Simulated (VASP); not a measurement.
A run of VASP 6.6.1 is set up as follows.

Contents of INCAR:

```
SYSTEM = GaF
PREC = Accurate
ENCUT = 520
EDIFF = 1E-6
ISMEAR = -1
SIGMA = 0.05
LREAL = .FALSE.
LASPH = .TRUE.
NELM = 60
ALGO = Normal
ISIF = 2
LWAVE = .FALSE.
LCHARG = .FALSE.
GGA = PE
NBANDS = 17
```

The input KPOINTS:

```
Automatic mesh
0
G
  8 8 8
  0 0 0
```

The input POSCAR:

```
GaF
1.0
    3.1868869687      0.0000000000      0.0000000000
    0.0000000000      3.1868869687      0.0000000000
    0.0000000000      0.0000000000      3.1868869687
Ga F
1 1
Direct
    0.0000000000      0.0000000000      0.0000000000
    0.5000000000      0.5000000000      0.5000000000
```

Potentials or basis: VASP PAW PBE potentials, release 64 (Ga_d, F).

Run with:

```sh
$ cat potpaw_PBE.64/Ga_d/POTCAR potpaw_PBE.64/F/POTCAR > POTCAR
$ mpirun -np 1 vasp_std > vasp.out
```

Task: Estimate the pressure.

Result: -1.0 GPa.

Task: What does it give for the band gap on the k mesh?

Result: 0.48 eV, indirect (least direct gap 1.18 eV).

 A k mesh can miss the band edges.
